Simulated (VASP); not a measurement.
Set up this calculation in VASP 6.6.1, as the native input.

```
Task                   : single point
Functional             : PBE
Potentials or basis    : VASP PAW PBE potentials, release 64 (K_sv, Cl)
Cutoff                 : 520 eV
k mesh                 : 6 × 6 × 6
Occupations            : gaussian, width 0.05 eV
Spin                   : no spin polarisation
Dipole correction      : no
Further INCAR settings : ALGO = Normal; EDIFF = 1e-07; NBANDS = 15
```

The structure of KCl lies in POSCAR:

```
KCl
1.0
    0.0000000000      3.0298560000      3.1561000000
    3.1561000000      0.0000000000      3.1561000000
    3.1561000000      3.0298560000      0.0000000000
K Cl
1 1
Direct
    0.0000000000      0.0000000000      0.0000000000
    0.5000000000      0.5000000000      0.5000000000
```

This cell differs from its parent crystal: strain -0.0400 x Voigt [0, 1, 0, 0, 0, 0].

One way to write it, as run:

INCAR

```
PREC     = Accurate       # precision mode
ENCUT    = 520            # plane-wave cutoff, eV
EDIFF    = 1E-7           # SCF threshold, eV
ISMEAR   = 0              # smearing method
SIGMA    = 0.05           # smearing width, eV
LREAL    = F              # projectors in reciprocal space
LASPH    = T              # aspherical terms in the spheres
NELM     = 60             # most SCF steps
ALGO     = Normal         # electronic algorithm
ISIF     = 2              # what is computed and relaxed
LWAVE    = F              # write WAVECAR
LCHARG   = T              # write CHGCAR
GGA      = PE             # functional
LELF     = T              # ELF
LVHAR    = T            
NBANDS   = 15             # bands
```

KPOINTS

```
Automatic mesh
0
Gamma
  6 6 6
```

Potentials or basis: VASP PAW PBE potentials, release 64 (K_sv, Cl).

Run with:

```sh
$ cat potpaw_PBE.64/K_sv/POTCAR potpaw_PBE.64/Cl/POTCAR > POTCAR
$ mpirun -np 1 vasp_std > vasp.out
```

It gave:

```yaml
Pressure: 1.6 GPa
Band_gap_on_the_k_mesh: 5.27 eV
```

Caveat: the cell differs from its parent crystal (strain -0.0400 x Voigt [0, 1, 0, 0, 0, 0]).

Run time: 30 s on 1 thread of Intel(R) Xeon(R) Platinum 8259CL CPU @ 2.50GHz (Skylake/Cascade Lake), on a shared host, peak memory 0.21 GiB.
